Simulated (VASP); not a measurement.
Write the native input for VASP 6.6.1 that does the following.

* Task: single point
* Functional: r2SCAN
* Potentials or basis: VASP PAW PBE potentials, release 64 (Ti_sv, C)
* Cutoff: 520 eV
* k mesh: 13 × 13 × 13
* Occupations: fermi-dirac, width 0.1 eV
* Spin: no spin polarisation
* Dipole correction: no
* Further INCAR settings: ALGO = Normal; EDIFF = 1e-06; NBANDS = 15

Crystal: TiC.

```
Ti C
1.0
     0.00000    2.16426    2.16426
     2.16426    0.00000    2.16426
     2.16426    2.16426    0.00000
Ti C
1 1
Cartesian
  0.0000 0.0000 0.0000
  2.1643 2.1643 2.1643
```

The input as run:

POSCAR

```
TiC
1.0
    0.0000000000      2.1642569601      2.1642569601
    2.1642569601      0.0000000000      2.1642569601
    2.1642569601      2.1642569601      0.0000000000
Ti C
1 1
Direct
    0.0000000000      0.0000000000      0.0000000000
    0.5000000000      0.5000000000      0.5000000000
```

INCAR.step1

```
PREC     = Accurate       # precision mode
ENCUT    = 520            # plane-wave cutoff, eV
ISMEAR   = -1             # smearing method
SIGMA    = 0.1            # smearing width, eV
LREAL    = F              # projectors in reciprocal space
LASPH    = T              # aspherical terms in the spheres
NELM     = 100            # most SCF steps
NBANDS   = 15             # bands
GGA      = PE             # functional
ALGO     = Normal         # electronic algorithm
EDIFF    = 1E-4           # SCF threshold, eV
LWAVE    = T              # write WAVECAR
LCHARG   = F              # write CHGCAR
```

INCAR.step2

```
PREC     = Accurate       # precision mode
ENCUT    = 520            # plane-wave cutoff, eV
EDIFF    = 1E-6           # SCF threshold, eV
ISMEAR   = -1             # smearing method
SIGMA    = 0.1            # smearing width, eV
LREAL    = F              # projectors in reciprocal space
LASPH    = T              # aspherical terms in the spheres
NELM     = 100            # most SCF steps
ALGO     = Normal         # electronic algorithm
ISIF     = 2              # what is computed and relaxed
LWAVE    = F              # write WAVECAR
LCHARG   = T              # write CHGCAR
METAGGA  = R2SCAN         # meta-GGA
LMIXTAU  = T            
LELF     = T              # ELF
LVHAR    = T            
NBANDS   = 15             # bands
ISTART   = 1
```

KPOINTS

```
regular mesh
0
Gamma
  13 13 13
```

Potentials or basis: VASP PAW PBE potentials, release 64 (Ti_sv, C).

Run with:

```bash
$ cat potpaw_PBE.64/Ti_sv/POTCAR potpaw_PBE.64/C/POTCAR > POTCAR
$ cp INCAR.step1 INCAR
$ mpirun -np 1 vasp_std > vasp.out
$ cp INCAR.step2 INCAR
$ mpirun -np 1 vasp_std > vasp.out
```

It gave:

The pressure is 0.8 GPa and the band gap on the k mesh is zero (band 8 reaches 10.38 eV, above the bottom of band 9 at 9.06 eV).

Caveat: the PAW data sets were made with another functional, which shifts forces and pressure a little.

Run time: 38 s on 1 thread of Intel(R) Xeon(R) 6975P-C (Granite Rapids) (shared host), peak memory 0.16 GiB.
